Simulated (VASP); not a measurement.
# Ti (P-1) in VASP: single point with PBE

Aim: the single point of Ti with PBE.

Everything below comes from runs of VASP 6.6.1. Logs are shortened: lines on timing, memory, paths and dates and some standing lists are left out, and cuts for length are marked.

### 1 The cell of the first run

The typed cell holds 2 atoms: a = 2.938 Å, b = 2.938 Å, c = 4.651 Å, α = 90.00°, β = 90.00°, γ = 120.00°.

### 2 Single point, PBE (atoms displaced along several vibrational modes)

Contents of INCAR:

```
  ALGO = Fast
  EDIFF = 1E-6
  ENCUT = 520
  GGA = PE
  ISIF = 2
  ISMEAR = 0
  LASPH = T
  LCHARG = F
  LREAL = F
  LWAVE = F
  NBANDS = 19
  NELM = 60
  PREC = Accurate
  SIGMA = 0.15
```

Contents of KPOINTS:

```
k-points
0
Gamma
  18 18 10
```

Contents of POSCAR:

```
Ti
1.0
    2.9382568838      0.0000000000      0.0000000000
   -1.4691284419      2.5446051042      0.0000000000
    0.0000000000      0.0000000000      4.6505573013
Ti
2
Direct
    0.2567573194      0.6666666667      0.2386035164
    0.7432426806      0.3333333333      0.7613964836
```

Potentials or basis: VASP PAW PBE potentials, release 64 (Ti_sv).

The run is started by

```sh
cat potpaw_PBE.64/Ti_sv/POTCAR > POTCAR
mpirun -np 1 vasp_std > vasp.out
```

OUTCAR:

```text
EDIFF = 1E-6
   ENCUT = 520
   GGA = PE
   ISIF = 2
   ISMEAR = 0
   LASPH = T
   LREAL = F
   NELM = 60
   PREC = Accurate

 ion  position               nearest neighbor table
   1  0.257  0.667  0.239-   2 2.59   2 2.77   2 2.83
   2  0.743  0.333  0.761-   1 2.59   1 2.77   1 2.83

  LATTYP: Found a hexagonal cell.
 ALAT       =     2.9382568838
 C/A-ratio  =     1.5827606248

  Lattice vectors:

 A1 = (   2.9382568838,   0.0000000000,   0.0000000000)
 A2 = (  -1.4691284419,   2.5446051042,   0.0000000000)
 A3 = (   0.0000000000,   0.0000000000,   4.6505573013)

Analysis of symmetry for initial positions (statically):
=====================================================================
 Subroutine PRICEL returns:
 Original cell was already a primitive cell.

 Routine SETGRP: Setting up the symmetry group for a
 hexagonal supercell.

 Subroutine GETGRP returns: Found  2 space group operations
 (whereof  2 operations were pure point group operations)
 out of a pool of 24 trial point group operations.

The static configuration has the point symmetry S_2 .

Analysis of symmetry for dynamics (positions and initial velocities):
=====================================================================
 Subroutine PRICEL returns:
 Original cell was already a primitive cell.

 Routine SETGRP: Setting up the symmetry group for a
 hexagonal supercell.

 Subroutine GETGRP returns: Found  2 space group operations
 (whereof  2 operations were pure point group operations)
 out of a pool of 24 trial point group operations.

The dynamic configuration has the point symmetry S_2 .

 Subroutine INISYM returns: Found  2 space group operations
 (whereof  2 operations are pure point group operations),
 and found     1 'primitive' translations

----------------------------------------------------------------------------------------

                                     Primitive cell

  volume of cell :      34.7708

  direct lattice vectors                    reciprocal lattice vectors
     2.938256884  0.000000000  0.000000000     0.340337840  0.196494143  0.000000000
    -1.469128442  2.544605104  0.000000000     0.000000000  0.392988287  0.000000000
     0.000000000  0.000000000  4.650557301     0.000000000  0.000000000  0.215027992

  length of vectors
     2.938256884  2.938256884  4.650557301     0.392988287  0.392988287  0.215027992

  position of ions in fractional coordinates (direct lattice)
     0.256757319  0.666666667  0.238603516
[... 77 lines left out ...]
   NELM   =     60;   NELMIN=  2; NELMDL= -5     # of ELM steps
   EDIFF  = 0.1E-05   stopping-criterion for ELM
   LREAL  =      F    real-space projection
   EDIFFG = 0.1E-04   stopping-criterion for IOM
   NSW    =      0    number of steps for IOM
   IBRION =     -1    ionic relax: 0-MD 1-quasi-New 2-CG
   NFREE  =      0    steps in history (QN), initial steepest desc. (CG)
   ISIF   =      2    stress and relaxation
   ISYM   =      2    0-nonsym 1-usesym 2-fastsym
   POTIM  = 0.5000    time-step for ionic-motion
   TEBEG  =    0.0;   TEEND  =   0.0 temperature during run
   PSTRESS=    0.0 pullay stress
   NELECT =      24.0000    total number of electrons
   NUPDOWN=      -1.0000    fix difference up-down
   EMIN   =  10.00;   EMAX   =-10.00  energy-range for DOS
   EFERMI =   0.00;   METHOD = LEGACY
   ISMEAR =     0;   SIGMA  =   0.15  broadening in eV -4-tet -1-fermi 0-gaus
   EFERMI_NEDOS =   21; number of points for ismear=-14 and -15
   IALGO  =     68    algorithm
   IMIX   =      4    mixing-type and parameters
     AMIX     =   0.40;   BMIX     =  1.00
     AMIX_MAG =   1.60;   BMIX_MAG =  1.00
  volume/ion in A,a.u.               =      17.39       117.32
  Fermi-wavevector in a.u.,A,eV,Ry     =   1.446795  2.734045 28.479911  2.093214
  Thomas-Fermi vector in A             =   2.564823
   LORBIT       =      0    0 simple, 1 ext, 2 COOP (PROOUT), +10 PAW based schemes
   GGA     = PE    functional components
   LHFCALC =     F    Hartree Fock is set to
   AEXX    =    0.0000 exact exchange contribution
   IVDW    =     0    specifies the selected vdW correction
   LEPSILON=     F    determine dielectric tensor
   LRPA    =     F    only Hartree local field effects (RPA)
 non-spin polarized calculation
 RMM-DIIS sequential band-by-band and
 Gauss-broadening in eV      SIGMA  =   0.15
  energy-cutoff  :      520.00
  volume of cell :       34.77
 maximum number of plane-waves:       965
 NGX is ok and might be reduce to    24
   NGX = 11   NGY = 11   NGZ = 17

 number of electron      24.0000002 magnetization

 Free energy of the ion-electron system (eV)
  ---------------------------------------------------
  ext. energy  EPLUGINS =         0.00000000
  ---------------------------------------------------
  free energy    TOTEN  =       -15.54503098 eV

  energy without entropy =      -15.51402259  energy(sigma->0) =      -15.52952679

 E-fermi :   8.1931     XC(G=0): -11.4794

 val. band max:        8.1925685779   @ k =   0.2778   0.4444   0.2000
 cond. band min:       8.1933667788   @ k =  -0.2222   0.1667   0.1000
 fundamental gap:      0.0007982009
 Fermi energy:         8.1930926117

 k-point     1 :       0.0000    0.0000    0.0000
  band No.  band energies     occupation
      1     -48.5259      2.00000
      2     -48.3564      2.00000
      3     -25.1508      2.00000
      4     -24.5172      2.00000
      5     -24.4347      2.00000
      6     -24.4167      2.00000
[... 505 lines left out ...]
      6     -24.5730      2.00000
[... 11 lines left out ...]
     18      11.7367      0.00000
     19      12.2227      0.00000

 [... further k-points ...]

------------------------ aborting loop because EDIFF is reached ----------------------------------------

  FORCE on cell =-STRESS in cart. coord.  units (eV):
  Direction    XX          YY          ZZ          XY          YZ          ZX
  --------------------------------------------------------------------------------------
  -------------------------------------------------------------------------------------
  Total       -0.2379041     -0.6426024      0.3303994      0.8798548      0.1661908      0.2913245
  in kB      -10.9621895    -29.6099559     15.2242086     40.5421170      7.6577721     13.4237066
  external PRESSURE =      -8.4493123 kB  Pullay stress =       0.0000000 kB

 VOLUME and BASIS-vectors are now :
 -----------------------------------------------------------------------------
  energy-cutoff  :      520.00
  volume of cell :       34.77
      direct lattice vectors                 reciprocal lattice vectors
     2.938256884  0.000000000  0.000000000     0.340337840  0.196494143  0.000000000
    -1.469128442  2.544605104  0.000000000     0.000000000  0.392988287  0.000000000
     0.000000000  0.000000000  4.650557301     0.000000000  0.000000000  0.215027992

 POSITION                                       TOTAL-FORCE (eV/Angst)
 -----------------------------------------------------------------------------------
     -0.22500      1.69640      1.10964         0.435986      0.069869      0.370675
      1.69413      0.84820      3.54092        -0.435986     -0.069869     -0.370675
 -----------------------------------------------------------------------------------
    total drift:                               -0.000000      0.000000      0.000000

  FREE ENERGIE OF THE ION-ELECTRON SYSTEM (eV)
  ---------------------------------------------------
  free  energy   TOTEN  =       -15.5450309828 eV

  energy  without entropy=      -15.5140225903  energy(sigma->0) =      -15.52952679
```

OSZICAR:

```text
N       E                     dE             d eps       ncg     rms          rms(c)
DAV:   1     0.265168433132E+03    0.26517E+03   -0.13046E+04 61800   0.158E+03
DAV:   2     0.128108171202E+02   -0.25236E+03   -0.24823E+03 63306   0.443E+02
DAV:   3    -0.162314614098E+02   -0.29042E+02   -0.28669E+02115300   0.124E+02
[... 29 lines left out ...]
RMM:  33    -0.155450274389E+02   -0.15851E-05   -0.21340E-05 81642   0.201E-02    0.409E-02
RMM:  34    -0.155450283628E+02   -0.92393E-06   -0.15384E-05 83577   0.188E-02    0.403E-02
RMM:  35    -0.155450294535E+02   -0.10906E-05   -0.14354E-05 77636   0.170E-02    0.407E-02
RMM:  36    -0.155450302669E+02   -0.81345E-06   -0.11184E-05 73416   0.155E-02    0.414E-02
RMM:  37    -0.155450309828E+02   -0.71592E-06   -0.95533E-06 70783   0.144E-02
   1 F= -.15545031E+02 E0= -.15529527E+02  d E =-.310084E-01
```

Wall time 29 min (1 thread of Intel Xeon Platinum 8488C (Sapphire Rapids), shared host); peak memory 0.9 GiB.

What came out:

- Free energy: -15.5450 eV
- Pressure: -0.8 GPa
- Largest force: 0.577 eV/Å
- Band gap on the k mesh: zero (bands 12 and 13 overlap by 1.29 eV)

Forces on the atoms (eV/Å):
```
Ti   0.436  0.070  0.371
Ti  -0.436 -0.070 -0.371
```

Caveat: the cell differs from its parent crystal (atoms displaced along several vibrational modes).
